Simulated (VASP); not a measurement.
Input of a VASP 6.6.1 run:

The input INCAR:

```
SYSTEM = WC
ALGO = Normal
EDIFF = 1E-6
ENCUT = 520
GGA = PS
ISIF = 2
ISMEAR = -1
LASPH = .True.
LCHARG = .False.
LDAU = .True.
LDAUJ = 0 0
LDAUL = 2 -1
LDAUPRINT = 1
LDAUTYPE = 2
LDAUU = 8 0
LMAXMIX = 4
LREAL = .False.
LWAVE = .False.
NBANDS = 16
NELM = 150
PREC = Accurate
SIGMA = 0.05
```

KPOINTS

```
k-points
0
Gamma
  10 10 10
  0 0 0
```

Contents of POSCAR:

```
WC
1.0
    0.0000000000      2.1750937421      2.1750937421
    2.1750937421      0.0000000000      2.1750937421
    2.1750937421      2.1750937421      0.0000000000
W C
1 1
Direct
    0.0000000000      0.0000000000      0.0000000000
    0.5000000000      0.5000000000      0.5000000000
```

Potentials or basis: VASP PAW PBE potentials, release 64 (W_sv, C).

Command:

```bash
$ cat potpaw_PBE.64/W_sv/POTCAR potpaw_PBE.64/C/POTCAR > POTCAR
$ mpirun -np 1 vasp_std > vasp.out
```

Question: Predict the pressure.

Answer: 16.8 GPa.

Question: Estimate the band gap on the k mesh.

Answer: Zero (band 9 reaches 14.67 eV, above the bottom of band 10 at 11.23 eV).

Eigenvalues of the final occupation matrices:
```tsv
site	spin	trace	eigenvalues
site 1 d	1	1.64	0.32 0.32 0.32 0.33 0.33
site 1 d	2	1.64	0.32 0.32 0.32 0.33 0.33
```

Caveat: the PAW data sets were made with another functional, which shifts forces and pressure a little; spin-orbit coupling is left out, which moves the levels of the heavy elements; U without spin polarisation on a metal has little footing; the U is typed as a test and isn't derived for this compound.
